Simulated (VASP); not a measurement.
# CsSnI3 (P4/mmm) in VASP: further runs, part 2 of 2

VASP 6.6.1. Earlier steps stand in the parts before.

## 3. Single point, PBEsol (uniaxial strain along c: -4.0 %, then relaxed in part)

Contents of INCAR:

```
PREC = Accurate
ENCUT = 520
EDIFF = 1E-7
ISMEAR = 0
SIGMA = 0.01
LREAL = F
LASPH = T
NELM = 60
ALGO = Normal
ISIF = 2
LWAVE = F
LCHARG = F
GGA = PS
NBANDS = 30
```

Contents of KPOINTS:

```
Automatic mesh
0
Gamma
  6 6 6
```

Contents of POSCAR:

```
CsSnI3
1.0
    6.1592020543      0.0000000000      0.0000000000
    0.0000000000      6.1592020543      0.0000000000
    0.0000000000      0.0000000000      5.8887085198
Cs Sn I
1 1 3
Direct
    0.0000000000      0.0000000000      0.0000000000
    0.5000000000      0.5000000000      0.5000000000
    0.0000000000      0.5000000000      0.5000000000
    0.5000000000      0.0000000000      0.5000000000
    0.5000000000      0.5000000000      0.0000000000
```

Potentials or basis: VASP PAW PBE potentials, release 64 (Cs_sv, Sn_d, I).

Command:

```bash
$ cat potpaw_PBE.64/Cs_sv/POTCAR potpaw_PBE.64/Sn_d/POTCAR potpaw_PBE.64/I/POTCAR > POTCAR
$ mpirun -np 1 vasp_std > vasp.out
```

Wall time 1.9 min (1 thread of Intel Xeon 6975P-C (Granite Rapids), shared host); peak memory 0.49 GiB.

The run converged. Its results:

- Free energy: -15.0190 eV
- Pressure: 0.7 GPa
- Band gap on the k mesh: zero (filled and empty bands touch)

Stress tensor (GPa, compression positive):
```
0.01 0.00 0.00
0.00 0.01 0.00
0.00 0.00 2.21
```

Levels at points of the mesh, in eV from the Fermi level:
| k point | band 18 | band 19 | band 20 | band 21 | band 22 | band 23 | band 24 | band 25 | band 26 | band 27 |
| --- | --- | --- | --- | --- | --- | --- | --- | --- | --- | --- |
| (0.00, 0.00, 0.00) | -2.66 | -2.62 | -2.47 | -2.43 | -2.43 | 1.87 | 2.64 | 2.75 | 2.93 | 3.08 |
| (0.50, 0.00, 0.00) | -2.87 | -2.85 | -2.61 | -2.57 | -1.78 | 0.93 | 3.49 | 3.62 | 3.89 | 3.91 |
| (0.50, 0.50, 0.00) | -2.96 | -2.96 | -2.80 | -2.05 | -0.96 | 0.64 | 0.64 | 3.93 | 4.16 | 4.59 |
| (0.00, 0.00, 0.50) | -3.01 | -2.87 | -2.63 | -2.63 | -1.37 | 1.04 | 3.65 | 3.72 | 3.84 | 3.89 |
| (0.50, 0.00, 0.50) | -3.01 | -3.01 | -2.79 | -1.95 | -0.59 | 0.48 | 0.78 | 3.75 | 3.96 | 4.15 |
| (0.50, 0.50, 0.50) | -2.78 | -2.02 | -1.93 | -1.93 | 0.00 | 0.00 | 0.21 | 0.36 | 2.64 | 3.59 |

Caveat: the cell differs from its parent crystal (uniaxial strain along c: -4.0 %, then relaxed in part); semilocal functionals underestimate gaps, and a narrow one can read as zero; the PAW data sets were made with another functional, which shifts forces and pressure a little; spin-orbit coupling is left out, which moves the levels of the heavy elements.

## 4. Single point, PBEsol (uniaxial strain along c: -6.0 %)

Contents of INCAR:

```
SYSTEM = CsSnI3
PREC = Accurate
ENCUT = 520
EDIFF = 1E-6
ISMEAR = 0
SIGMA = 0.01
LREAL = .FALSE.
LASPH = .TRUE.
NELM = 100
ALGO = Normal
ISIF = 2
LWAVE = .FALSE.
LCHARG = .TRUE.
GGA = PS
LELF = .TRUE.
LVHAR = .TRUE.
NBANDS = 30
```

Contents of KPOINTS:

```
regular mesh
0
G
  6 6 6
  0 0 0
```

POSCAR: that of step 3 with these lines changed.

```diff
@@ -2,5 +2,5 @@
 1.0
-    6.1592020543      0.0000000000      0.0000000000
-    0.0000000000      6.1592020543      0.0000000000
-    0.0000000000      0.0000000000      5.8887085198
+    6.2260824455      0.0000000000      0.0000000000
+    0.0000000000      6.2260824455      0.0000000000
+    0.0000000000      0.0000000000      5.7660270923
 Cs Sn I
```

Command:

```bash
$ cat potpaw_PBE.64/Cs_sv/POTCAR potpaw_PBE.64/Sn_d/POTCAR potpaw_PBE.64/I/POTCAR > POTCAR
$ mpirun -np 1 vasp_std > vasp.out
```

Wall time 1.8 min (1 thread of Intel Xeon 6975P-C (Granite Rapids), shared host); peak memory 0.48 GiB.

It converged, with:

```yaml
Free_energy: -14.9291 eV
Pressure: 0.9 GPa
Band_gap_on_the_k_mesh: zero (filled and empty bands touch)
```

Stress tensor (GPa, compression positive):
```
-0.39  0.00  0.00
 0.00 -0.39  0.00
 0.00  0.00  3.56
```

Levels at points of the mesh, in eV from the Fermi level:
```
           k point  band 19  band 20  band 21  band 22  band 23  band 24  band 25  band 26
(0.00, 0.00, 0.00)    -2.51    -2.40    -2.33    -2.33     1.94     2.69     2.88     2.95
(0.50, 0.00, 0.00)    -2.74    -2.53    -2.45    -1.78     1.01     3.51     3.69     3.92
(0.50, 0.50, 0.00)    -2.84    -2.73    -2.02    -1.02     0.75     0.75     3.98     4.24
(0.00, 0.00, 0.50)    -2.80    -2.56    -2.56    -1.06     1.22     3.74     3.90     3.91
(0.50, 0.00, 0.50)    -2.90    -2.71    -1.87    -0.37     0.45     1.00     3.62     4.03
(0.50, 0.50, 0.50)    -1.98    -1.85    -1.85     0.00     0.00     0.36     0.64     2.72
```

Caveat: the cell differs from its parent crystal (uniaxial strain along c: -6.0 %); semilocal functionals underestimate gaps, and a narrow one can read as zero; the PAW data sets were made with another functional, which shifts forces and pressure a little; spin-orbit coupling is left out, which moves the levels of the heavy elements.

## 5. Single point, PBEsol (uniaxial strain along c: -4.0 %)

Contents of INCAR:

```
SYSTEM = CsSnI3
PREC     = Accurate       ! precision mode
ENCUT    = 520            ! plane-wave cutoff, eV
EDIFF    = 1E-6           ! SCF threshold, eV
ISMEAR   = 0              ! smearing method
SIGMA    = 0.01           ! smearing width, eV
LREAL    = .FALSE.        ! projectors in reciprocal space
LASPH    = .TRUE.         ! aspherical terms in the spheres
NELM     = 60             ! most SCF steps
ALGO     = Normal         ! electronic algorithm
ISIF     = 2              ! what is computed and relaxed
LWAVE    = .FALSE.        ! write WAVECAR
LCHARG   = .FALSE.        ! write CHGCAR
GGA      = PS             ! functional
NBANDS   = 30             ! bands
```

Contents of KPOINTS:

```
Automatic mesh
0
G
  6 6 6
  0 0 0
```

POSCAR: that of step 4 with these lines changed.

```diff
@@ -2,5 +2,5 @@
 1.0
-    6.2260824455      0.0000000000      0.0000000000
-    0.0000000000      6.2260824455      0.0000000000
-    0.0000000000      0.0000000000      5.7660270923
+    6.1954120886      0.0000000000      0.0000000000
+    0.0000000000      6.1954120886      0.0000000000
+    0.0000000000      0.0000000000      5.8887085198
 Cs Sn I
```

Command:

```bash
$ cat potpaw_PBE.64/Cs_sv/POTCAR potpaw_PBE.64/Sn_d/POTCAR potpaw_PBE.64/I/POTCAR > POTCAR
$ mpirun -np 1 vasp_std > vasp.out
```

Run time: 2.2 min. Hardware: 1 thread of Intel Xeon 6975P-C (Granite Rapids), shared host; peak memory 0.48 GiB.

The run converged. Its results:

```yaml
Free_energy: -15.0171 eV
Pressure: 0.5 GPa
Band_gap_on_the_k_mesh: zero (filled and empty bands touch)
```

Stress tensor (GPa, compression positive):
```
-0.27  0.00  0.00
 0.00 -0.27  0.00
 0.00  0.00  2.12
```

Levels at points of the mesh, in eV from the Fermi level:
```tsv
k point	band 20	band 21	band 22	band 23	band 24	band 25
(0.00, 0.00, 0.00)	-2.44	-2.40	-2.40	1.89	2.68	2.81
(0.50, 0.00, 0.00)	-2.57	-2.52	-1.79	0.94	3.48	3.63
(0.50, 0.50, 0.00)	-2.77	-2.03	-1.00	0.65	0.65	3.95
(0.00, 0.00, 0.50)	-2.59	-2.59	-1.34	1.06	3.66	3.73
(0.50, 0.00, 0.50)	-2.76	-1.93	-0.59	0.46	0.80	3.68
(0.50, 0.50, 0.50)	-1.91	-1.91	0.00	0.00	0.18	0.40
```

Caveat: the cell differs from its parent crystal (uniaxial strain along c: -4.0 %); semilocal functionals underestimate gaps, and a narrow one can read as zero; the PAW data sets were made with another functional, which shifts forces and pressure a little; spin-orbit coupling is left out, which moves the levels of the heavy elements.

## 6. The runs side by side

| cell | gap on the mesh (eV) | pressure (GPa) |
| --- | --- | --- |
| a = 6.173, b = 6.173, c = 5.766 Å, 5 atoms | none | 1.2 |
| a = 6.159, b = 6.159, c = 5.889 Å, 5 atoms | none | 0.7 |
| a = 6.226, b = 6.226, c = 5.766 Å, 5 atoms | none | 0.9 |
| a = 6.195, b = 6.195, c = 5.889 Å, 5 atoms | none | 0.5 |

Alike in all rows: task single point; level PBEsol; potentials or basis VASP PAW PBE potentials, release 64 (Cs_sv, Sn_d, I); no spin polarisation; k mesh 6 × 6 × 6; cutoff (eV) 520; smearing gaussian 0.01 eV.

Caveats: semilocal functionals underestimate gaps, and a narrow one can read as zero; the PAW data sets were made with another functional, which shifts forces and pressure a little; spin-orbit coupling is left out, which moves the levels of the heavy elements.

Absolute energies hang on the potentials; compare differences alone.
